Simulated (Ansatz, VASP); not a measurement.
## LiPb in VASP and in Ansatz

```
Li Pb
1.0
     3.52200    0.03522    0.03522
     0.03522    3.52200    0.03522
     0.03522    0.03522    3.52200
Li Pb
1 1
Direct
  0.50000 0.50000 0.50000
  0.00000 0.00000 0.00000
```

Change from the starting cell: equal xy, yz and zx shear strains of +2 %, crystal datasets.

Alike in both runs: task electric field gradients; functional LDA; k mesh 10 × 10 × 10; occupations fermi-dirac, width 0.03 eV; no spin polarisation.

|  | VASP | Ansatz |
| --- | --- | --- |
| version | VASP 6.6.1 | Ansatz 0.2.0 |
| potentials or method | VASP PAW LDA potentials, release 64 (Li_sv, Pb_d), cutoff 520 eV | all-electron PAW with datasets made for the crystal, scalar-relativistic |

|  | VASP | Ansatz | Ansatz less VASP |
| --- | --- | --- | --- |
| size of Vzz on the site where it differs most (V/Å²) | 0.1 | 0.1 | +0.06 |

LDA's correlation is that of Perdew and Zunger in VASP and of Perdew and Wang (1992) in Ansatz. Ansatz ran all-electron here, and VASP with PAW potentials.

Neither program's run includes spin-orbit coupling. Noted on VASP's run: the cutoff is short for stress, so the pressure is rough.
